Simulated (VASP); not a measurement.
O: single point with r2SCAN

O:

```
O
1.0
     4.04225    0.00000   -0.05113
     0.00000    4.02616    0.00000
    -1.06459    0.00000    2.79144
O
4
Cartesian
  0.6603 2.7547 1.8535
  1.7851 2.7547 2.2825
  2.3174 1.2715 0.8868
  1.1926 1.2715 0.4578
```

```yaml
Program: VASP 6.6.1
Task: single point
Functional: r2SCAN
Potentials_or_basis: VASP PAW PBE potentials, release 64 (O)
Cutoff: 520 eV
k_mesh: 6 × 4 × 6, shifted
Occupations: gaussian, width 0.01 eV
Spin: no spin polarisation
```

```
Pressure               : 4.8 GPa
Largest force          : 1.451 eV/Å
Band gap on the k mesh : 1.35 eV (least direct gap 1.48 eV)
```

Forces in eV/Å, atoms in the order of the input:
```
O   -1.356 -0.004 -0.517
O    1.356 -0.004  0.517
O    1.356  0.004  0.517
O   -1.356  0.004 -0.517
```

Stress tensor (GPa, compression positive):
```
11.42  0.00  4.08
 0.00  0.67  0.00
 4.08  0.00  2.25
```

Levels at points of the mesh, in eV from the valence-band top:
```csv
k point,band 9,band 10,band 11,band 12,band 13,band 14,band 15,band 16
"(0.00, 0.00, 0.08)",-4.85,-4.69,-0.50,-0.48,2.08,2.11,9.98,12.17
```

Wall time 2 min on 1 thread of Intel Xeon 8259CL, on a shared host, peak memory 0.18 GiB.

Caveat: the standard files for N, O and F lose accuracy on very short bonds; spin is off for a triplet molecule; the stress differs along the axes, from 1 to 11 GPa; the PAW data sets were made with another functional, which shifts forces and pressure a little; a shifted mesh leaves out Γ, where band edges can lie. A k mesh can miss the band edges.
